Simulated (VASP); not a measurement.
# Sn in VASP: a series of runs

The runs below take Sn through single point, relaxation of cell and atoms, with PBE+D3(BJ).

All numbers are computed with VASP 6.6.1; they aren't measurements. Logs are shortened: lines on timing, memory, paths and dates and some standing lists are left out, and cuts for length are marked.

### 1 The cell of the first run

The cell holds a slab with vacuum, 4 atoms: a = 4.410 Å, b = 4.410 Å, c = 32.588 Å, α = 90.00°, β = 90.00°, γ = 120.00°.

### 2 Single point, PBE+D3(BJ)

Input file INCAR:

```
SYSTEM = Sn
  PREC = Accurate
  ENCUT = 520
  EDIFF = 1E-6
  ISMEAR = 0
  SIGMA = 0.1
  LREAL = .FALSE.
  LASPH = .TRUE.
  NELM = 100
  ALGO = Normal
  ISIF = 2
  LWAVE = .FALSE.
  LCHARG = .FALSE.
  GGA = PE
  IVDW = 12
  NBANDS = 36
```

Input file KPOINTS:

```
Automatic mesh
0
G
  6 6 1
  0 0 0
```

Input file POSCAR:

```
Sn
1.0
    4.4100763002      0.0000000000      0.0000000000
   -2.2050381501      3.8192381086      0.0000000000
    0.0000000000      0.0000000000     32.5877677559
Sn
4
Direct
    0.0000000000      0.0000000000      0.5443153828
    0.0000000000      0.0000000000      0.4556846172
    0.3333333333      0.6666666667      0.4181104871
    0.6666666667      0.3333333333      0.5818895129
```

Potentials or basis: VASP PAW PBE potentials, release 64 (Sn_d).

On the command line:

```
> cat potpaw_PBE.64/Sn_d/POTCAR > POTCAR
> mpirun -np 1 vasp_std > vasp.out
```

OUTCAR:

```text
SYSTEM = Sn
   PREC = Accurate
   ENCUT = 520
   EDIFF = 1E-6
   ISMEAR = 0
   LREAL = .FALSE.
   LASPH = .TRUE.
   NELM = 100
   ISIF = 2
   GGA = PE
   IVDW = 12
 IVDW          = 12

 ion  position               nearest neighbor table
   1  0.000  0.000  0.544-   4 2.83   4 2.83   4 2.83   2 2.89
   2  0.000  0.000  0.456-   3 2.83   3 2.83   3 2.83   1 2.89
   3  0.333  0.667  0.418-   2 2.83   2 2.83   2 2.83
   4  0.667  0.333  0.582-   1 2.83   1 2.83   1 2.83

  LATTYP: Found a hexagonal cell.
 ALAT       =     4.4100763002
 C/A-ratio  =     7.3893886494

  Lattice vectors:

 A1 = (   4.4100763002,   0.0000000000,   0.0000000000)
 A2 = (  -2.2050381501,   3.8192381086,   0.0000000000)
 A3 = (   0.0000000000,   0.0000000000,  32.5877677559)

Analysis of symmetry for initial positions (statically):
=====================================================================
 Subroutine PRICEL returns:
 Original cell was already a primitive cell.

 Routine SETGRP: Setting up the symmetry group for a
 hexagonal supercell.

 Subroutine GETGRP returns: Found 12 space group operations
 (whereof 12 operations were pure point group operations)
 out of a pool of 24 trial point group operations.

The static configuration has the point symmetry D_3d.

Analysis of symmetry for dynamics (positions and initial velocities):
=====================================================================
 Subroutine PRICEL returns:
 Original cell was already a primitive cell.

 Routine SETGRP: Setting up the symmetry group for a
 hexagonal supercell.

 Subroutine GETGRP returns: Found 12 space group operations
 (whereof 12 operations were pure point group operations)
 out of a pool of 24 trial point group operations.

The dynamic configuration has the point symmetry D_3d.

 Subroutine INISYM returns: Found 12 space group operations
 (whereof 12 operations are pure point group operations),
 and found     1 'primitive' translations

----------------------------------------------------------------------------------------

                                     Primitive cell

  volume of cell :     548.8801

  direct lattice vectors                    reciprocal lattice vectors
     4.410076300  0.000000000  0.000000000     0.226753446  0.130916163  0.000000000
    -2.205038150  3.819238109  0.000000000     0.000000000  0.261832327  0.000000000
     0.000000000  0.000000000 32.587767756     0.000000000  0.000000000  0.030686361

  length of vectors
     4.410076300  4.410076300 32.587767756     0.261832327  0.261832327  0.030686361
[... 68 lines left out ...]
   LREAL  =      F    real-space projection
   EDIFFG = 0.1E-04   stopping-criterion for IOM
   NSW    =      0    number of steps for IOM
   IBRION =     -1    ionic relax: 0-MD 1-quasi-New 2-CG
   NFREE  =      0    steps in history (QN), initial steepest desc. (CG)
   ISIF   =      2    stress and relaxation
   ISYM   =      2    0-nonsym 1-usesym 2-fastsym
   POTIM  = 0.5000    time-step for ionic-motion
   TEBEG  =    0.0;   TEEND  =   0.0 temperature during run
   PSTRESS=    0.0 pullay stress
   NELECT =      56.0000    total number of electrons
   NUPDOWN=      -1.0000    fix difference up-down
   EMIN   =  10.00;   EMAX   =-10.00  energy-range for DOS
   EFERMI =   0.00;   METHOD = LEGACY
   ISMEAR =     0;   SIGMA  =   0.10  broadening in eV -4-tet -1-fermi 0-gaus
   EFERMI_NEDOS =   21; number of points for ismear=-14 and -15
   IALGO  =     38    algorithm
   IMIX   =      4    mixing-type and parameters
     AMIX     =   0.40;   BMIX     =  1.00
     AMIX_MAG =   1.60;   BMIX_MAG =  1.00
  volume/ion in A,a.u.               =     137.22       926.01
  Fermi-wavevector in a.u.,A,eV,Ry     =   0.764971  1.445586  7.961868  0.585181
  Thomas-Fermi vector in A             =   1.864990
   LORBIT       =      0    0 simple, 1 ext, 2 COOP (PROOUT), +10 PAW based schemes
   GGA     = PE    functional components
   LHFCALC =     F    Hartree Fock is set to
   AEXX    =    0.0000 exact exchange contribution
   IVDW    =    12    specifies the selected vdW correction
   LEPSILON=     F    determine dielectric tensor
   LRPA    =     F    only Hartree local field effects (RPA)
 non-spin polarized calculation
 Gauss-broadening in eV      SIGMA  =   0.10
  energy-cutoff  :      520.00
  volume of cell :      548.88
 maximum number of plane-waves:     14827
 NGX is ok and might be reduce to    36
   NGX = 17   NGY = 17   NGZ =121

 number of electron      55.9999986 magnetization

 Free energy of the ion-electron system (eV)
  ---------------------------------------------------
  ext. energy  EPLUGINS =         0.00000000
  ---------------------------------------------------
  free energy    TOTEN  =       -13.87165632 eV

  energy without entropy =      -13.85014910  energy(sigma->0) =      -13.86090271

 E-fermi :  -1.9956     XC(G=0):  -2.6488

 val. band max:       -2.0184983400   @ k =   0.3333   0.1667   0.0000
 cond. band min:      -1.8930354750   @ k =   0.3333  -0.0000   0.0000
 fundamental gap:      0.1254628650
 Fermi energy:        -1.9955829718

 k-point     1 :       0.0000    0.0000    0.0000
  band No.  band energies     occupation
      1     -23.3464      2.00000
      2     -23.3464      2.00000
      3     -23.3305      2.00000
      4     -23.3111      2.00000
      5     -23.3111      2.00000
      6     -23.1966      2.00000
[... 262 lines left out ...]
     35       3.6189      0.00000
     36       4.6270      0.00000

------------------------ aborting loop because EDIFF is reached ----------------------------------------

 Edisp (eV)   -0.94776

 E8    (eV) :    -0.4776

  FORCE on cell =-STRESS in cart. coord.  units (eV):
  Direction    XX          YY          ZZ          XY          YZ          ZX
  --------------------------------------------------------------------------------------
  -------------------------------------------------------------------------------------
  Total       1.46405     1.46405    -0.03669     0.00000     0.00000     0.00000
  in kB       4.27355     4.27355    -0.10710     0.00000     0.00000     0.00000
  external pressure =        2.81 kB  Pullay stress =        0.00 kB

 VOLUME and BASIS-vectors are now :
 -----------------------------------------------------------------------------
  energy-cutoff  :      520.00
  volume of cell :      548.88
      direct lattice vectors                 reciprocal lattice vectors
     4.410076300  0.000000000  0.000000000     0.226753446  0.130916163  0.000000000
    -2.205038150  3.819238109  0.000000000     0.000000000  0.261832327  0.000000000
     0.000000000  0.000000000 32.587767756     0.000000000  0.000000000  0.030686361

 POSITION                                       TOTAL-FORCE (eV/Angst)
 -----------------------------------------------------------------------------------
      0.00000      0.00000     17.73802        -0.000000      0.000000      0.022120
      0.00000      0.00000     14.84974        -0.000000      0.000000     -0.022120
     -0.00000      2.54616     13.62529         0.000000      0.000000      0.010158
      2.20504      1.27308     18.96248         0.000000     -0.000000     -0.010158
 -----------------------------------------------------------------------------------
    total drift:                                0.000000     -0.000000      0.000000

  FREE ENERGIE OF THE ION-ELECTRON SYSTEM (eV)
  ---------------------------------------------------
  free  energy   TOTEN  =       -14.8194132513 eV

  energy  without entropy=      -14.7979060264  energy(sigma->0) =      -14.80865964
```

OSZICAR:

```text
N       E                     dE             d eps       ncg     rms          rms(c)
DAV:   1     0.387234912861E+03    0.38723E+03   -0.27060E+04   664   0.136E+03
DAV:   2     0.208596743515E+02   -0.36638E+03   -0.36171E+03   556   0.316E+02
DAV:   3    -0.125236285751E+02   -0.33383E+02   -0.33131E+02   600   0.127E+02
[... 15 lines left out ...]
DAV:  19    -0.138716421534E+02   -0.39522E-05   -0.14453E-07   436   0.723E-03    0.429E-04
DAV:  20    -0.138716506087E+02   -0.84552E-05   -0.24725E-07   380   0.495E-03    0.375E-04
DAV:  21    -0.138716529659E+02   -0.23573E-05   -0.64473E-08   420   0.458E-03    0.171E-04
DAV:  22    -0.138716557791E+02   -0.28132E-05   -0.71245E-08   384   0.204E-03    0.212E-04
DAV:  23    -0.138716563225E+02   -0.54343E-06   -0.17284E-08   388   0.288E-03
   1 F= -.14819413E+02 E0= -.14808660E+02  d E =-.215072E-01
```

Wall time 2.3 min (1 thread of Intel Xeon 6975P-C (Granite Rapids), shared host); peak memory 0.67 GiB.

Results:

```yaml
Free_energy: -14.8194 eV
Largest_force: 0.022 eV/Å
Band_gap_on_the_k_mesh: zero (band 28 reaches -1.25 eV, above the bottom of band 29 at -2.28 eV)
Dispersion_energy_per_atom: -0.237 eV
```

Forces in eV/Å, atoms in the order of the input:
```
Sn   0.000  0.000  0.022
Sn   0.000  0.000 -0.022
Sn   0.000  0.000  0.010
Sn   0.000  0.000 -0.010
```

Caveat: spin-orbit coupling is left out, which moves the levels of the heavy elements.

### 3 Single point, PBE+D3(BJ)

This run uses another cell than the first one, of 100.75 Å³/atom, 0.734 times its volume.

Input file INCAR:

```
SYSTEM = Sn
PREC = Accurate
ENCUT = 520
EDIFF = 1E-6
ISMEAR = 0
SIGMA = 0.1
LREAL = .False.
LASPH = .True.
NELM = 60
ALGO = Normal
ISIF = 2
LWAVE = .False.
LCHARG = .False.
GGA = PE
IVDW = 12
NBANDS = 36
```

Input file KPOINTS:

```
regular mesh
0
Gamma
  6 6 1
  0 0 0
```

Input file POSCAR:

```
Sn
1.0
    3.6331396613      0.0000000000      0.0000000000
   -1.8165698306      3.1463912422      0.0000000000
    0.0000000000      0.0000000000     35.2550050044
Sn
4
Direct
    0.0000000000      0.0000000000      0.5711557781
    0.0000000000      0.0000000000      0.4288442219
    0.3333333333      0.6666666667      0.4288237727
    0.6666666667      0.3333333333      0.5711762273
```

Potentials or basis: VASP PAW PBE potentials, release 64 (Sn_d).

On the command line:

```
> cat potpaw_PBE.64/Sn_d/POTCAR > POTCAR
> mpirun -np 1 vasp_std > vasp.out
```

Run time: 89 s. Hardware: 1 thread of Intel Xeon 6975P-C (Granite Rapids), shared host; peak memory 0.49 GiB.

Results (log left out):

| Property | Result |
| --- | --- |
| Free energy | 7.6339 eV |
| Largest force | 0.095 eV/Å |
| Band gap on the k mesh | zero (band 28 reaches 0.38 eV, above the bottom of band 29 at -0.59 eV) |
| Dispersion energy per atom | -0.284 eV |

Forces in eV/Å, atoms in the order of the input:
```
Sn   0.000  0.000 -0.095
Sn   0.000  0.000  0.095
Sn   0.000  0.000  0.073
Sn   0.000  0.000 -0.073
```

Levels at points of the mesh, in eV from the Fermi level:
| k point | band 25 | band 26 | band 27 | band 28 | band 29 | band 30 | band 31 | band 32 |
| --- | --- | --- | --- | --- | --- | --- | --- | --- |
| (0.00, 0.00, 0.00) | 0.45 | 0.45 | 0.47 | 0.47 | 1.55 | 2.38 | 3.17 | 3.40 |
| (0.50, 0.00, 0.00) | -3.38 | -3.36 | -2.14 | -1.93 | 0.27 | 0.52 | 2.41 | 2.52 |

Caveat: spin-orbit coupling is left out, which moves the levels of the heavy elements.

[end of part 1 of 2]
